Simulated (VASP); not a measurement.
# Bi2Te3 (R-3m) in VASP: notebook

Runs on Bi2Te3. Level: PBEsol. Tasks: single point.

Everything below comes from runs of VASP 6.6.1. Logs are shortened: lines on timing, memory, paths and dates and some standing lists are left out, and cuts for length are marked.

### 1 The cell of the first run

The structure is trigonal, space group R-3m (No. 166). The conventional cell has a = 4.030 Å, b = 4.030 Å, c = 29.110 Å, α = 90.00°, β = 90.00°, γ = 120.00°. Within 3.8 Å of Bi (site symmetry 3m) lie 6 Te at 2.86 to 3.03 Å. Te (site symmetry -3m) has 6 Bi at 3.03 Å and 6 Te at 4.03 Å within 4.1 Å. Te (site symmetry 3m) has 3 Bi at 2.86 Å and 3 Te at 3.43 Å within 3.8 Å.

### 2 Single point, PBEsol (strain -0.080 along x and y, -0.040 along z)

File INCAR:

```
SYSTEM = Bi2Te3
PREC = Accurate
ENCUT = 520
EDIFF = 1E-6
ISMEAR = 0
SIGMA = 0.03
LREAL = .FALSE.
LASPH = .TRUE.
NELM = 60
ALGO = Normal
ISIF = 2
LWAVE = .FALSE.
LCHARG = .TRUE.
GGA = PS
LELF = .TRUE.
LVHAR = .TRUE.
NBANDS = 32
```

File KPOINTS:

```
regular mesh
0
G
  12 12 12
  0 0 0
```

File POSCAR:

```
Bi2Te3
1.0
    2.0151858549      1.1634680958      9.7034550016
   -2.0151858549      1.1634680958      9.7034550016
    0.0000000000     -2.3269361916      9.7034550016
Bi Te
2 3
Direct
    0.3998250490      0.3998250490      0.3998250490
    0.6001749510      0.6001749510      0.6001749510
    0.0000000000      0.0000000000      0.0000000000
    0.2100063517      0.2100063517      0.2100063517
    0.7899936483      0.7899936483      0.7899936483
```

Potentials or basis: VASP PAW PBE potentials, release 64 (Bi_d, Te).

On the command line:

```sh
cat potpaw_PBE.64/Bi_d/POTCAR potpaw_PBE.64/Te/POTCAR > POTCAR
mpirun -np 1 vasp_std > vasp.out
```

OUTCAR:

```text
SYSTEM = Bi2Te3
   PREC = Accurate
   ENCUT = 520
   EDIFF = 1E-6
   ISMEAR = 0
   LREAL = .FALSE.
   LASPH = .TRUE.
   NELM = 60
   ISIF = 2
   GGA = PS

 ion  position               nearest neighbor table
   1  0.400  0.400  0.400-   5 2.86   5 2.86   5 2.86   3 3.03   3 3.03   3 3.03
   2  0.600  0.600  0.600-   4 2.86   4 2.86   4 2.86   3 3.03   3 3.03   3 3.03
   3  0.000  0.000  0.000-   2 3.03   2 3.03   1 3.03   1 3.03   2 3.03   1 3.03
   4  0.210  0.210  0.210-   2 2.86   2 2.86   2 2.86   5 3.43   5 3.43   5 3.43
   5  0.790  0.790  0.790-   1 2.86   1 2.86   1 2.86   4 3.43   4 3.43   4 3.43

  LATTYP: Found a trigonal (rhomboedric) cell.
 ALAT       =     9.9785605679
 COS(alpha) =     0.9184311363

  Lattice vectors:

 A1 = (   2.0151858549,   1.1634680958,   9.7034550016)
 A2 = (  -2.0151858549,   1.1634680958,   9.7034550016)
 A3 = (   0.0000000000,  -2.3269361916,   9.7034550016)

Analysis of symmetry for initial positions (statically):
=====================================================================
 Subroutine PRICEL returns:
 Original cell was already a primitive cell.

 Routine SETGRP: Setting up the symmetry group for a
 trigonal (rhombohedral) supercell.

 Subroutine GETGRP returns: Found 12 space group operations
 (whereof 12 operations were pure point group operations)
 out of a pool of 12 trial point group operations.

The static configuration has the point symmetry D_3d.

Analysis of symmetry for dynamics (positions and initial velocities):
=====================================================================
 Subroutine PRICEL returns:
 Original cell was already a primitive cell.

 Routine SETGRP: Setting up the symmetry group for a
 trigonal (rhombohedral) supercell.

 Subroutine GETGRP returns: Found 12 space group operations
 (whereof 12 operations were pure point group operations)
 out of a pool of 12 trial point group operations.

The dynamic configuration has the point symmetry D_3d.

 Subroutine INISYM returns: Found 12 space group operations
 (whereof 12 operations are pure point group operations),
 and found     1 'primitive' translations

----------------------------------------------------------------------------------------

                                     Primitive cell

  volume of cell :     136.5046

  direct lattice vectors                    reciprocal lattice vectors
     2.015185855  1.163468096  9.703455002     0.248116073  0.143249881  0.034352025
    -2.015185855  1.163468096  9.703455002    -0.248116073  0.143249881  0.034352025
     0.000000000 -2.326936192  9.703455002     0.000000000 -0.286499763  0.034352025

  length of vectors
     9.978560568  9.978560568  9.978560568     0.288551860  0.288551860  0.288551860

  position of ions in fractional coordinates (direct lattice)
     0.399825049  0.399825049  0.399825049
     0.600174951  0.600174951  0.600174951
     0.000000000  0.000000000  0.000000000
     0.210006352  0.210006352  0.210006352
     0.789993648  0.789993648  0.789993648

  ion indices of the primitive-cell ions
   primitive index   ion index
                 1           1
                 2           2
                 3           3
                 4           4
                 5           5

----------------------------------------------------------------------------------------

 KPOINTS: regular mesh

Automatic generation of k-mesh.
 Grid dimensions read from file:
 generate k-points for:   12   12   12

 Generating k-lattice:

  Cartesian coordinates                     Fractional coordinates (reciprocal lattice)
     0.020676339  0.011937490  0.002862669     0.083333333  0.000000000  0.000000000
    -0.020676339  0.011937490  0.002862669     0.000000000  0.083333333  0.000000000
     0.000000000 -0.023874980  0.002862669     0.000000000  0.000000000  0.083333333

  Length of vectors
     0.024045988  0.024045988  0.024045988

  Shift w.r.t. Gamma in fractional coordinates (k-lattice)
     0.000000000  0.000000000  0.000000000

 Subroutine IBZKPT returns following result:
 ===========================================

 Found    189 irreducible k-points:

 Following reciprocal coordinates:
            Coordinates               Weight
  0.000000  0.000000  0.000000      1.000000
  0.083333  0.000000  0.000000      6.000000
  0.166667  0.000000  0.000000      6.000000
  0.250000  0.000000  0.000000      6.000000
  0.333333  0.000000 -0.000000      6.000000
  0.416667  0.000000  0.000000      6.000000
[... 16 lines left out ...]
  0.500000  0.166667  0.000000     12.000000
 -0.416667  0.166667  0.000000     12.000000
 [... further k-points ...]
   k-points           NKPTS =    189   k-points in BZ     NKDIM =    189   number of bands    NBANDS=     32
   number of dos      NEDOS =    301   number of ions     NIONS =      5
   total plane-waves  NPLWV = 512000
   dimension x,y,z NGX =    80 NGY =   80 NGZ =   80
   dimension x,y,z NGXF=   160 NGYF=  160 NGZF=  160
   ions per type =               2   3
   NGX,Y,Z   is equivalent  to a cutoff of  13.33, 13.33, 13.33 a.u.
   NGXF,Y,Z  is equivalent  to a cutoff of  26.66, 26.66, 26.66 a.u.
 SYSTEM =  Bi2Te3
   PREC   = accura    normal or accurate (medium, high low for compatibility)
   ISTART =      0    job   : 0-new  1-cont  2-samecut
   ICHARG =      2    charge: 1-file 2-atom 10-const
   ISPIN  =      1    spin polarized calculation?
   LNONCOLLINEAR =      F non collinear calculations
   LSORBIT =      F    spin-orbit coupling
   LASPH  =      T    aspherical Exc in radial PAW
   ENCUT  =  520.0 eV  38.22 Ry    6.18 a.u.  18.55 18.55 18.55*2*pi/ulx,y,z
   NELM   =     60;   NELMIN=  2; NELMDL= -5     # of ELM steps
   EDIFF  = 0.1E-05   stopping-criterion for ELM
   LREAL  =      F    real-space projection
   EDIFFG = 0.1E-04   stopping-criterion for IOM
   NSW    =      0    number of steps for IOM
   IBRION =     -1    ionic relax: 0-MD 1-quasi-New 2-CG
   NFREE  =      0    steps in history (QN), initial steepest desc. (CG)
   ISIF   =      2    stress and relaxation
   ISYM   =      2    0-nonsym 1-usesym 2-fastsym
   POTIM  = 0.5000    time-step for ionic-motion
   TEBEG  =    0.0;   TEEND  =   0.0 temperature during run
   PSTRESS=    0.0 pullay stress
   NELECT =      48.0000    total number of electrons
   NUPDOWN=      -1.0000    fix difference up-down
   EMIN   =  10.00;   EMAX   =-10.00  energy-range for DOS
   EFERMI =   0.00;   METHOD = LEGACY
   ISMEAR =     0;   SIGMA  =   0.03  broadening in eV -4-tet -1-fermi 0-gaus
   EFERMI_NEDOS =   21; number of points for ismear=-14 and -15
   IALGO  =     38    algorithm
   IMIX   =      4    mixing-type and parameters
     AMIX     =   0.40;   BMIX     =  1.00
     AMIX_MAG =   1.60;   BMIX_MAG =  1.00
  volume/ion in A,a.u.               =      27.30       184.24
  Fermi-wavevector in a.u.,A,eV,Ry     =   1.155508  2.183593 18.166471  1.335198
  Thomas-Fermi vector in A             =   2.292136
   LORBIT       =      0    0 simple, 1 ext, 2 COOP (PROOUT), +10 PAW based schemes
   GGA     = PS    functional components
   LHFCALC =     F    Hartree Fock is set to
   AEXX    =    0.0000 exact exchange contribution
   IVDW    =     0    specifies the selected vdW correction
   LEPSILON=     F    determine dielectric tensor
   LRPA    =     F    only Hartree local field effects (RPA)
 non-spin polarized calculation
 Gauss-broadening in eV      SIGMA  =   0.03
  energy-cutoff  :      520.00
  volume of cell :      136.50
 maximum number of plane-waves:      3709
 NGX is ok and might be reduce to    80
   NGX = 37   NGY = 37   NGZ = 37

 number of electron      47.9999998 magnetization

 Free energy of the ion-electron system (eV)
  ---------------------------------------------------
  ext. energy  EPLUGINS =         0.00000000
  ---------------------------------------------------
  free energy    TOTEN  =       -18.85984076 eV

  energy without entropy =      -18.85979536  energy(sigma->0) =      -18.85981806

 E-fermi :   9.3807     XC(G=0): -10.4739

 val. band max:        9.3644518155   @ k =   0.0833   0.0833   0.0833
 cond. band min:       9.3821844465   @ k =   0.5000   0.5000   0.0000
 fundamental gap:      0.0177326309
 Fermi energy:         9.3807465228

 k-point     1 :       0.0000    0.0000    0.0000
  band No.  band energies     occupation
      1     -14.3972      2.00000
      2     -14.3972      2.00000
      3     -14.3928      2.00000
      4     -14.3928      2.00000
      5     -14.3638      2.00000
      6     -14.3602      2.00000
[... 24 lines left out ...]
     31      13.2269      0.00000
     32      14.2168      0.00000

 k-point     2 :       0.0833    0.0000    0.0000
  band No.  band energies     occupation
      1     -14.3997      2.00000
      2     -14.3957      2.00000
      3     -14.3948      2.00000
      4     -14.3913      2.00000
      5     -14.3624      2.00000
      6     -14.3589      2.00000
[... 24 lines left out ...]
     31      13.2239      0.00000
     32      13.6709      0.00000

 k-point     3 :       0.1667    0.0000    0.0000
  band No.  band energies     occupation
      1     -14.4066      2.00000
      2     -14.4007      2.00000
      3     -14.3921      2.00000
      4     -14.3876      2.00000
      5     -14.3597      2.00000
      6     -14.3560      2.00000
[... 24 lines left out ...]
     31      12.8619      0.00000
     32      13.6949      0.00000

 k-point     4 :       0.2500    0.0000    0.0000
  band No.  band energies     occupation
      1     -14.4164      2.00000
      2     -14.4092      2.00000
      3     -14.3888      2.00000
      4     -14.3837      2.00000
      5     -14.3614      2.00000
      6     -14.3562      2.00000
[... 654 lines left out ...]
     31      13.7230      0.00000
     32      13.8019      0.00000

 k-point    23 :       0.5000    0.1667    0.0000
  band No.  band energies     occupation
      1     -14.4269      2.00000
      2     -14.4196      2.00000
      3     -14.3937      2.00000
      4     -14.3859      2.00000
      5     -14.3599      2.00000
      6     -14.3554      2.00000
[... 24 lines left out ...]
     31      13.2772      0.00000
     32      13.8478      0.00000

 k-point    24 :      -0.4167    0.1667    0.0000
  band No.  band energies     occupation
      1     -14.4287      2.00000
      2     -14.4207      2.00000
      3     -14.3947      2.00000
      4     -14.3858      2.00000
      5     -14.3605      2.00000
      6     -14.3559      2.00000
[... 24 lines left out ...]
     31      13.3016      0.00000
     32      13.4576      0.00000

 [... further k-points ...]

------------------------ aborting loop because EDIFF is reached ----------------------------------------

  FORCE on cell =-STRESS in cart. coord.  units (eV):
  Direction    XX          YY          ZZ          XY          YZ          ZX
  --------------------------------------------------------------------------------------
  -------------------------------------------------------------------------------------
  Total       14.9321198     14.9321198     14.7624287      0.0000000     -0.0000000      0.0000000
  in kB      175.2608113    175.2608113    173.2691173      0.0000000     -0.0000000      0.0000000
  external PRESSURE =     174.5969133 kB  Pullay stress =       0.0000000 kB

 VOLUME and BASIS-vectors are now :
 -----------------------------------------------------------------------------
  energy-cutoff  :      520.00
  volume of cell :      136.50
      direct lattice vectors                 reciprocal lattice vectors
     2.015185855  1.163468096  9.703455002     0.248116073  0.143249881  0.034352025
    -2.015185855  1.163468096  9.703455002    -0.248116073  0.143249881  0.034352025
     0.000000000 -2.326936192  9.703455002     0.000000000 -0.286499763  0.034352025

 POSITION                                       TOTAL-FORCE (eV/Angst)
 -----------------------------------------------------------------------------------
      0.00000      0.00000     11.63905         0.000000     -0.000000     -0.737179
      0.00000      0.00000     17.47131         0.000000      0.000000      0.737179
      0.00000      0.00000      0.00000        -0.000000      0.000000      0.000000
      0.00000      0.00000      6.11336         0.000000     -0.000000     -1.730620
      0.00000      0.00000     22.99700         0.000000      0.000000      1.730620
 -----------------------------------------------------------------------------------
    total drift:                                0.000000     -0.000000      0.000000

  FREE ENERGIE OF THE ION-ELECTRON SYSTEM (eV)
  ---------------------------------------------------
  free  energy   TOTEN  =       -18.8598407591 eV

  energy  without entropy=      -18.8597953619  energy(sigma->0) =      -18.85981806
```

It took 44 min on 1 thread of Intel Xeon 6975P-C (Granite Rapids), shared host; peak memory 1.4 GiB.

What came out:

```yaml
Free_energy: -18.8598 eV
Pressure: 17.5 GPa
Largest_force: 1.731 eV/Å
Band_gap_on_the_k_mesh: zero (bands 24 and 25 overlap by 0.04 eV)
```

Forces in eV/Å, atoms in the order of the input:
```
Bi   0.000  0.000 -0.737
Bi   0.000  0.000  0.737
Te   0.000  0.000  0.000
Te   0.000  0.000 -1.731
Te   0.000  0.000  1.731
```

Stress tensor (GPa, compression positive):
```
17.53  0.00  0.00
 0.00 17.53  0.00
 0.00  0.00 17.33
```

Levels at points of the mesh, in eV from the Fermi level:
```tsv
k point	band 21	band 22	band 23	band 24	band 25	band 26	band 27	band 28
(0.00, 0.00, 0.00)	-2.38	-1.37	-1.37	0.04	0.23	0.28	0.28	1.71
(0.50, 0.00, 0.00)	-4.07	-3.68	-1.59	-0.89	0.17	0.64	1.98	2.04
(0.50, 0.50, 0.00)	-2.79	-2.57	-2.37	-1.78	0.00	0.80	1.98	2.41
(0.50, 0.50, 0.50)	-1.72	-1.72	-1.58	-0.42	0.61	0.87	0.87	1.46
```

Caveat: the cell differs from its parent crystal (strain -0.080 along x and y, -0.040 along z); the cell stands under pressure; the PAW data sets were made with another functional, which shifts forces and pressure a little; spin-orbit coupling is left out, which moves the levels of the heavy elements.

### 3 Single point, PBEsol (strain +0.080 along x and y, +0.000 along z)

File INCAR:

```
PREC = Accurate ; ENCUT = 520
EDIFF = 1E-7 ; ISMEAR = 0
SIGMA = 0.03 ; LREAL = False
LASPH = True ; NELM = 60
ALGO = Normal ; ISIF = 2
LWAVE = False ; LCHARG = False
GGA = PS ; NBANDS = 32
```

File KPOINTS:

```
Automatic mesh
0
Gamma
  12 12 12
```

POSCAR, as its differences from that of step 2:

```diff
@@ -2,5 +2,5 @@
 1.0
-    2.0151858549      1.1634680958      9.7034550016
-   -2.0151858549      1.1634680958      9.7034550016
-    0.0000000000     -2.3269361916      9.7034550016
+    2.3656529601      1.3658103733     10.1077656267
+   -2.3656529601      1.3658103733     10.1077656267
+    0.0000000000     -2.7316207466     10.1077656267
 Bi Te
```

Potentials or basis: VASP PAW PBE potentials, release 64 (Bi_d, Te).

On the command line:

```sh
cat potpaw_PBE.64/Bi_d/POTCAR potpaw_PBE.64/Te/POTCAR > POTCAR
mpirun -np 1 vasp_std > vasp.out
```

Wall time 2 h (1 thread of Oxide Virtual Turin-like, shared host); peak memory 1.5 GiB.

Results (log left out):

```yaml
Free_energy: -19.6705 eV
Pressure: -5.7 GPa
Largest_force: 0.591 eV/Å
Band_gap_on_the_k_mesh: 0.08 eV
```

Forces in eV/Å, atoms in the order of the input:
```
Bi   0.000  0.000  0.280
Bi   0.000  0.000 -0.280
Te   0.000  0.000  0.000
Te   0.000  0.000  0.591
Te   0.000  0.000 -0.591
```

Stress tensor (GPa, compression positive):
```
-6.34  0.00  0.00
 0.00 -6.34  0.00
 0.00  0.00 -4.45
```

Levels at points of the mesh, in eV from the valence-band top:
| k point | band 22 | band 23 | band 24 | band 25 | band 26 | band 27 |
| --- | --- | --- | --- | --- | --- | --- |
| (0.00, 0.00, 0.00) | -0.63 | -0.63 | 0.00 | 0.08 | 0.73 | 0.73 |
| (0.50, 0.00, 0.00) | -1.54 | -0.48 | -0.21 | 0.71 | 1.31 | 2.90 |
| (0.50, 0.50, 0.00) | -1.28 | -1.08 | -0.23 | 1.50 | 1.64 | 2.16 |
| (0.50, 0.50, 0.50) | -0.91 | -0.91 | -0.33 | 0.71 | 1.21 | 1.21 |

Caveat: the cell differs from its parent crystal (strain +0.080 along x and y, +0.000 along z); the cell stands under tension; the PAW data sets were made with another functional, which shifts forces and pressure a little; spin-orbit coupling is left out, which moves the levels of the heavy elements. A k mesh can miss the band edges.
